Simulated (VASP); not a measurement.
# Ge (Im-3m) in VASP: notebook

Ge is run at these levels: LDA; tasks: single point.

All numbers are computed with VASP 6.6.1; they aren't measurements. Logs are shortened: lines on timing, memory, paths and dates and some standing lists are left out, and cuts for length are marked.

### Step 1. The cell of the first run

Symmetry: Im-3m, No. 229, cubic system. Conventional cell: a = 3.206 Å, b = 3.206 Å, c = 3.206 Å, α = 90.00°, β = 90.00°, γ = 90.00°. Within 3.7 Å of Ge (site symmetry m-3m) lie 14 Ge at 2.78 to 3.21 Å.

This isn't the form of Ge at room conditions, which is diamond.

### Step 2. Single point, LDA (16.48 Å³/atom)

File INCAR:

```
ALGO = Normal ; EDIFF = 1E-6
ENCUT = 520 ; ISIF = 2
ISMEAR = -1 ; LASPH = True
LCHARG = True ; LELF = True
LREAL = False ; LVHAR = True
LWAVE = False ; NBANDS = 13
NELM = 60 ; PREC = Accurate
SIGMA = 0.1
```

File KPOINTS:

```
k-points
0
Gamma
  15 15 15
```

File POSCAR:

```
Ge
1.0
   -1.6031569220      1.6031569220      1.6031569220
    1.6031569220     -1.6031569220      1.6031569220
    1.6031569220      1.6031569220     -1.6031569220
Ge
1
Direct
    0.0000000000      0.0000000000      0.0000000000
```

Potentials or basis: VASP PAW LDA potentials, release 64 (Ge_d).

Run with:

```sh
cat potpaw_LDA.64/Ge_d/POTCAR > POTCAR
mpirun -np 1 vasp_std > vasp.out
```

OUTCAR:

```text
EDIFF = 1E-6
   ENCUT = 520
   ISIF = 2
   ISMEAR = -1
   LASPH = True
   LREAL = False
   NELM = 60
   PREC = Accurate

 ion  position               nearest neighbor table
   1  0.000  0.000  0.000-

  LATTYP: Found a body centered cubic cell.
 ALAT       =     3.2063138440

  Lattice vectors:

 A1 = (  -1.6031569220,   1.6031569220,   1.6031569220)
 A2 = (   1.6031569220,  -1.6031569220,   1.6031569220)
 A3 = (   1.6031569220,   1.6031569220,  -1.6031569220)

Analysis of symmetry for initial positions (statically):
=====================================================================
 Subroutine PRICEL returns:
 Original cell was already a primitive cell.

 Routine SETGRP: Setting up the symmetry group for a
 body centered cubic supercell.

 Subroutine GETGRP returns: Found 48 space group operations
 (whereof 48 operations were pure point group operations)
 out of a pool of 48 trial point group operations.

The static configuration has the point symmetry O_h .

Analysis of symmetry for dynamics (positions and initial velocities):
=====================================================================
 Subroutine PRICEL returns:
 Original cell was already a primitive cell.

 Routine SETGRP: Setting up the symmetry group for a
 body centered cubic supercell.

 Subroutine GETGRP returns: Found 48 space group operations
 (whereof 48 operations were pure point group operations)
 out of a pool of 48 trial point group operations.

The dynamic configuration has the point symmetry O_h .

 Subroutine INISYM returns: Found 48 space group operations
 (whereof 48 operations are pure point group operations),
 and found     1 'primitive' translations

----------------------------------------------------------------------------------------

                                     Primitive cell

  volume of cell :      16.4812

  direct lattice vectors                    reciprocal lattice vectors
    -1.603156922  1.603156922  1.603156922     0.000000000  0.311884628  0.311884628
     1.603156922 -1.603156922  1.603156922     0.311884628  0.000000000  0.311884628
     1.603156922  1.603156922 -1.603156922     0.311884628  0.311884628  0.000000000

  length of vectors
     2.776749241  2.776749241  2.776749241     0.441071471  0.441071471  0.441071471

  position of ions in fractional coordinates (direct lattice)
     0.000000000  0.000000000  0.000000000

  ion indices of the primitive-cell ions
   primitive index   ion index
                 1           1

----------------------------------------------------------------------------------------

 KPOINTS: k-points

Automatic generation of k-mesh.
 Grid dimensions read from file:
 generate k-points for:   15   15   15

 Generating k-lattice:

  Cartesian coordinates                     Fractional coordinates (reciprocal lattice)
     0.000000000  0.020792309  0.020792309     0.066666667  0.000000000  0.000000000
     0.020792309  0.000000000  0.020792309     0.000000000  0.066666667  0.000000000
     0.020792309  0.020792309  0.000000000     0.000000000  0.000000000  0.066666667

  Length of vectors
     0.029404765  0.029404765  0.029404765

  Shift w.r.t. Gamma in fractional coordinates (k-lattice)
     0.000000000  0.000000000  0.000000000

 Subroutine IBZKPT returns following result:
 ===========================================

 Found    120 irreducible k-points:

 Following reciprocal coordinates:
            Coordinates               Weight
  0.000000  0.000000  0.000000      1.000000
  0.066667  0.000000  0.000000     12.000000
  0.133333  0.000000  0.000000     12.000000
  0.200000  0.000000  0.000000     12.000000
  0.266667  0.000000  0.000000     12.000000
  0.333333  0.000000  0.000000     12.000000
[... 16 lines left out ...]
  0.333333  0.200000  0.000000     48.000000
  0.400000  0.200000  0.000000     24.000000
 [... further k-points ...]
   k-points           NKPTS =    120   k-points in BZ     NKDIM =    120   number of bands    NBANDS=     13
   number of dos      NEDOS =    301   number of ions     NIONS =      1
   total plane-waves  NPLWV =  13824
   dimension x,y,z NGX =    24 NGY =   24 NGZ =   24
   dimension x,y,z NGXF=    48 NGYF=   48 NGZF=   48
   ions per type =               1
   NGX,Y,Z   is equivalent  to a cutoff of  14.37, 14.37, 14.37 a.u.
   NGXF,Y,Z  is equivalent  to a cutoff of  28.74, 28.74, 28.74 a.u.
 SYSTEM =  unknown system
   PREC   = accura    normal or accurate (medium, high low for compatibility)
   ISTART =      0    job   : 0-new  1-cont  2-samecut
   ICHARG =      2    charge: 1-file 2-atom 10-const
   ISPIN  =      1    spin polarized calculation?
   LNONCOLLINEAR =      F non collinear calculations
   LSORBIT =      F    spin-orbit coupling
   LASPH  =      T    aspherical Exc in radial PAW
   ENCUT  =  520.0 eV  38.22 Ry    6.18 a.u.   5.16  5.16  5.16*2*pi/ulx,y,z
   NELM   =     60;   NELMIN=  2; NELMDL= -5     # of ELM steps
   EDIFF  = 0.1E-05   stopping-criterion for ELM
   LREAL  =      F    real-space projection
   EDIFFG = 0.1E-04   stopping-criterion for IOM
   NSW    =      0    number of steps for IOM
   IBRION =     -1    ionic relax: 0-MD 1-quasi-New 2-CG
   NFREE  =      0    steps in history (QN), initial steepest desc. (CG)
   ISIF   =      2    stress and relaxation
   ISYM   =      2    0-nonsym 1-usesym 2-fastsym
   POTIM  = 0.5000    time-step for ionic-motion
   TEBEG  =    0.0;   TEEND  =   0.0 temperature during run
   PSTRESS=    0.0 pullay stress
   NELECT =      14.0000    total number of electrons
   NUPDOWN=      -1.0000    fix difference up-down
   EMIN   =  10.00;   EMAX   =-10.00  energy-range for DOS
   EFERMI =   0.00;   METHOD = LEGACY
   ISMEAR =    -1;   SIGMA  =   0.10  broadening in eV -4-tet -1-fermi 0-gaus
   EFERMI_NEDOS =   21; number of points for ismear=-14 and -15
   IALGO  =     38    algorithm
   IMIX   =      4    mixing-type and parameters
     AMIX     =   0.40;   BMIX     =  1.00
     AMIX_MAG =   1.60;   BMIX_MAG =  1.00
  volume/ion in A,a.u.               =      16.48       111.22
  Fermi-wavevector in a.u.,A,eV,Ry     =   1.550439  2.929906 32.706535  2.403862
  Thomas-Fermi vector in A             =   2.655103
   LORBIT       =      0    0 simple, 1 ext, 2 COOP (PROOUT), +10 PAW based schemes
   GGA     = CA    functional components
   LHFCALC =     F    Hartree Fock is set to
   AEXX    =    0.0000 exact exchange contribution
   IVDW    =     0    specifies the selected vdW correction
   LEPSILON=     F    determine dielectric tensor
   LRPA    =     F    only Hartree local field effects (RPA)
 non-spin polarized calculation
  energy-cutoff  :      520.00
  volume of cell :       16.48
 maximum number of plane-waves:       458
 NGX is ok and might be reduce to    24
   NGX = 11   NGY = 11   NGZ = 11

 number of electron      13.9999999 magnetization

 Free energy of the ion-electron system (eV)
  ---------------------------------------------------
  ext. energy  EPLUGINS =         0.00000000
  ---------------------------------------------------
  free energy    TOTEN  =        -4.86255688 eV

  energy without entropy =       -4.84898484  energy(sigma->0) =       -4.85577086

 E-fermi :   8.0141     XC(G=0): -12.2835

 val. band max:        7.9075993258   @ k =   0.2667   0.2000   0.0667
 cond. band min:       8.0397235245   @ k =  -0.3333   0.4667   0.1333
 fundamental gap:      0.1321241987
 Fermi energy:         8.0141172495

 k-point     1 :       0.0000    0.0000    0.0000
  band No.  band energies     occupation
      1     -16.8583      2.00000
      2     -16.8583      2.00000
      3     -16.8583      2.00000
      4     -16.7309      2.00000
      5     -16.7309      2.00000
      6      -6.3089      2.00000
      7      18.5461      0.00000
      8      18.5461      0.00000
      9      18.5461      0.00000
     10      24.1558      0.00000
     11      24.1558      0.00000
     12      24.1558      0.00000
     13      25.8916      0.00000

 k-point     2 :       0.0667    0.0000    0.0000
  band No.  band energies     occupation
      1     -16.8603      2.00000
      2     -16.8558      2.00000
      3     -16.8496      2.00000
      4     -16.7331      2.00000
      5     -16.7310      2.00000
      6      -6.1786      2.00000
      7      17.4711      0.00000
      8      17.9928      0.00000
      9      18.3891      0.00000
     10      23.1467      0.00000
     11      23.2035      0.00000
     12      24.9428      0.00000
     13      25.0779      0.00000

 k-point     3 :       0.1333    0.0000    0.0000
  band No.  band energies     occupation
      1     -16.8661      2.00000
      2     -16.8497      2.00000
      3     -16.8251      2.00000
      4     -16.7388      2.00000
      5     -16.7314      2.00000
      6      -5.7873      2.00000
      7      15.0530      0.00000
      8      16.8561      0.00000
      9      17.9459      0.00000
     10      21.8027      0.00000
     11      21.8109      0.00000
     12      24.6538      0.00000
     13      25.8660      0.00000
[... 305 lines left out ...]
 k-point    23 :       0.3333    0.2000    0.0000
  band No.  band energies     occupation
      1     -16.8827      2.00000
      2     -16.8242      2.00000
      3     -16.7492      2.00000
      4     -16.7407      2.00000
      5     -16.6877      2.00000
      6      -0.0300      2.00000
      7       4.2082      2.00000
      8       8.2506      0.17177
      9      13.7739      0.00000
     10      20.7677      0.00000
     11      23.9549      0.00000
     12      26.7509      0.00000
     13      28.5656      0.00000

 k-point    24 :       0.4000    0.2000    0.0000
  band No.  band energies     occupation
      1     -16.8836      2.00000
      2     -16.8234      2.00000
      3     -16.7505      2.00000
      4     -16.7372      2.00000
      5     -16.6851      2.00000
      6       1.0853      2.00000
      7       2.8765      2.00000
      8       8.0898      0.63861
      9      13.6591      0.00000
     10      20.6764      0.00000
     11      24.5783      0.00000
     12      26.9424      0.00000
     13      27.4620      0.00000

 [... further k-points ...]
[... 5 lines left out ...]
  --------------------------------------------------------------------------------------
  -------------------------------------------------------------------------------------
  Total        0.7598920      0.7598920      0.7598920      0.0000000      0.0000000      0.0000000
  in kB       73.8710638     73.8710638     73.8710638      0.0000000      0.0000000      0.0000000
  external PRESSURE =      73.8710638 kB  Pullay stress =       0.0000000 kB

 VOLUME and BASIS-vectors are now :
 -----------------------------------------------------------------------------
  energy-cutoff  :      520.00
  volume of cell :       16.48
      direct lattice vectors                 reciprocal lattice vectors
    -1.603156922  1.603156922  1.603156922     0.000000000  0.311884628  0.311884628
     1.603156922 -1.603156922  1.603156922     0.311884628  0.000000000  0.311884628
     1.603156922  1.603156922 -1.603156922     0.311884628  0.311884628  0.000000000

 POSITION                                       TOTAL-FORCE (eV/Angst)
 -----------------------------------------------------------------------------------
      0.00000      0.00000      0.00000        -0.000000     -0.000000     -0.000000
 -----------------------------------------------------------------------------------
    total drift:                               -0.000000      0.000000      0.000000

  FREE ENERGIE OF THE ION-ELECTRON SYSTEM (eV)
  ---------------------------------------------------
  free  energy   TOTEN  =        -4.8625568776 eV

  energy  without entropy=       -4.8489848396  energy(sigma->0) =       -4.85577086
```

It took 11 s on 1 thread of Intel Xeon Platinum 8488C (Sapphire Rapids), shared host; peak memory 0.14 GiB.

Results:

- Free energy: -4.8626 eV
- Pressure: 7.4 GPa
- Band gap on the k mesh: zero (bands 7 and 8 overlap by 14.04 eV)

Caveat: the cell stands under pressure.

### Step 3. Single point, LDA (17.20 Å³/atom)

This run uses another cell than the first one, of 17.20 Å³/atom.

File INCAR:

```
SYSTEM = Ge
PREC = Accurate
ENCUT = 520
EDIFF = 1E-7
ISMEAR = -1
SIGMA = 0.1
LREAL = .False.
LASPH = .True.
NELM = 60
ALGO = Normal
ISIF = 2
LWAVE = .False.
LCHARG = .False.
NBANDS = 13
```

File KPOINTS:

```
Automatic mesh
0
Gamma
  15 15 15
  0 0 0
```

File POSCAR:

```
Ge
1.0
   -1.6260622584      1.6260622584      1.6260622584
    1.6260622584     -1.6260622584      1.6260622584
    1.6260622584      1.6260622584     -1.6260622584
Ge
1
Direct
    0.0000000000      0.0000000000      0.0000000000
```

Potentials or basis: VASP PAW LDA potentials, release 64 (Ge_d).

Run with:

```sh
cat potpaw_LDA.64/Ge_d/POTCAR > POTCAR
mpirun -np 1 vasp_std > vasp.out
```

Wall time 10 s (1 thread of Intel Xeon Platinum 8488C (Sapphire Rapids), shared host); peak memory 0.14 GiB.

Results (log left out):

| Item | Value |
| --- | --- |
| Free energy | -4.8857 eV |
| Pressure | 2.9 GPa |
| Band gap on the k mesh | zero (bands 7 and 8 overlap by 13.37 eV) |

Levels at points of the mesh, in eV from the Fermi level:
```csv
k point,band 5,band 6,band 7,band 8,band 9,band 10
"(0.00, 0.00, 0.00)",-24.74,-13.94,10.03,10.03,10.03,15.77
```

### Step 4. Single point, LDA (17.91 Å³/atom)

This run uses another cell than the first one, of 17.91 Å³/atom.

File INCAR:

```
PREC = Accurate
ENCUT = 520
EDIFF = 1E-6
ISMEAR = -1
SIGMA = 0.1
LREAL = False
LASPH = True
NELM = 60
ALGO = Normal
ISIF = 2
LWAVE = False
LCHARG = False
GGA = CA
NBANDS = 13
```

File KPOINTS:

```
regular mesh
0
Gamma
  15 15 15
```

File POSCAR:

```
Ge
1.0
   -1.6483398522      1.6483398522      1.6483398522
    1.6483398522     -1.6483398522      1.6483398522
    1.6483398522      1.6483398522     -1.6483398522
Ge
1
Direct
    0.0000000000      0.0000000000      0.0000000000
```

Potentials or basis: VASP PAW LDA potentials, release 64 (Ge_d).

Run with:

```sh
cat potpaw_LDA.64/Ge_d/POTCAR > POTCAR
mpirun -np 1 vasp_std > vasp.out
```

OUTCAR:

```text
PREC = Accurate
   ENCUT = 520
   EDIFF = 1E-6
   ISMEAR = -1
   LREAL = False
   LASPH = True
   NELM = 60
   ISIF = 2
   GGA = CA

 ion  position               nearest neighbor table
   1  0.000  0.000  0.000-

  LATTYP: Found a body centered cubic cell.
 ALAT       =     3.2966797044

  Lattice vectors:

 A1 = (  -1.6483398522,   1.6483398522,   1.6483398522)
 A2 = (   1.6483398522,  -1.6483398522,   1.6483398522)
[... 561 lines left out ...]
     11      22.6552      0.00000
     12      25.1702      0.00000
     13      25.5961      0.00000

 [... further k-points ...]

------------------------ aborting loop because EDIFF is reached ----------------------------------------

  FORCE on cell =-STRESS in cart. coord.  units (eV):
  Direction    XX          YY          ZZ          XY          YZ          ZX
  --------------------------------------------------------------------------------------
  -------------------------------------------------------------------------------------
  Total       -0.0426188     -0.0426188     -0.0426188      0.0000000      0.0000000     -0.0000000
  in kB       -3.8116403     -3.8116403     -3.8116403      0.0000000      0.0000000     -0.0000000
  external PRESSURE =      -3.8116403 kB  Pullay stress =       0.0000000 kB

 VOLUME and BASIS-vectors are now :
 -----------------------------------------------------------------------------
  energy-cutoff  :      520.00
  volume of cell :       17.91
      direct lattice vectors                 reciprocal lattice vectors
    -1.648339852  1.648339852  1.648339852     0.000000000  0.303335504  0.303335504
     1.648339852 -1.648339852  1.648339852     0.303335504  0.000000000  0.303335504
     1.648339852  1.648339852 -1.648339852     0.303335504  0.303335504  0.000000000

 POSITION                                       TOTAL-FORCE (eV/Angst)
 -----------------------------------------------------------------------------------
      0.00000      0.00000      0.00000        -0.000000      0.000000     -0.000000
 -----------------------------------------------------------------------------------
    total drift:                                0.000000      0.000000      0.000000

  FREE ENERGIE OF THE ION-ELECTRON SYSTEM (eV)
  ---------------------------------------------------
  free  energy   TOTEN  =        -4.8913459641 eV

  energy  without entropy=       -4.8744835981  energy(sigma->0) =       -4.88291478
```

OSZICAR:

```text
N       E                     dE             d eps       ncg     rms          rms(c)
DAV:   1     0.610111727043E+02    0.61011E+02   -0.70675E+03  3394   0.296E+03
DAV:   2     0.355993119597E+00   -0.60655E+02   -0.58018E+02  3310   0.405E+02
DAV:   3    -0.484507518540E+01   -0.52011E+01   -0.51723E+01  3573   0.693E+01
DAV:   4    -0.491014860539E+01   -0.65073E-01   -0.65062E-01  3600   0.838E+00
DAV:   5    -0.491070807627E+01   -0.55947E-03   -0.55947E-03  3635   0.850E-01    0.128E+00
DAV:   6    -0.489711856187E+01    0.13590E-01   -0.84086E-03  3920   0.191E+00    0.692E-01
DAV:   7    -0.489156506948E+01    0.55535E-02   -0.52277E-03  3840   0.108E+00    0.690E-02
DAV:   8    -0.489134531539E+01    0.21975E-03   -0.39341E-04  3815   0.458E-01    0.245E-02
DAV:   9    -0.489134596412E+01   -0.64874E-06   -0.49577E-06  3550   0.237E-02
   1 F= -.48913460E+01 E0= -.48829148E+01  d E =-.168624E-01
```

stdout:

```text
POSCAR found type information on POSCAR Ge
 POSCAR found :  1 types and       1 ions
 scaLAPACK will be used
 LDA part: xc-table for (Slater(with rela. corr.)+CA(PZ))
 , standard interpolation
 POSCAR, INCAR and KPOINTS ok, starting setup
 FFT: planning ... GRIDC
 FFT: planning ... GRID_SOFT
 FFT: planning ... GRID
 WAVECAR not read
 entering main loop
```

It took 9.6 s on 1 thread of Intel Xeon Platinum 8488C (Sapphire Rapids), shared host; peak memory 0.14 GiB.

Results:

- Free energy: -4.8913 eV
- Pressure: -0.4 GPa
- Band gap on the k mesh: zero (bands 7 and 8 overlap by 12.75 eV)

### Step 5. Summary

```csv
cell,gap on the mesh (eV),pressure (GPa)
"a = 2.777 Å, angles 109.5°, 1 atom",none,7.4
"a = 2.816 Å, angles 109.5°, 1 atom",none,2.9
"a = 2.855 Å, angles 109.5°, 1 atom",none,-0.4
```

Alike in all rows: task single point; level LDA; potentials or basis VASP PAW LDA potentials, release 64 (Ge_d); no spin polarisation; k mesh 15 × 15 × 15; cutoff (eV) 520; smearing fermi-dirac 0.1 eV.

Caveats: the cell stands under pressure (at least some runs).

Total energies depend on the potentials used, so only differences within one code and one set of settings carry meaning.
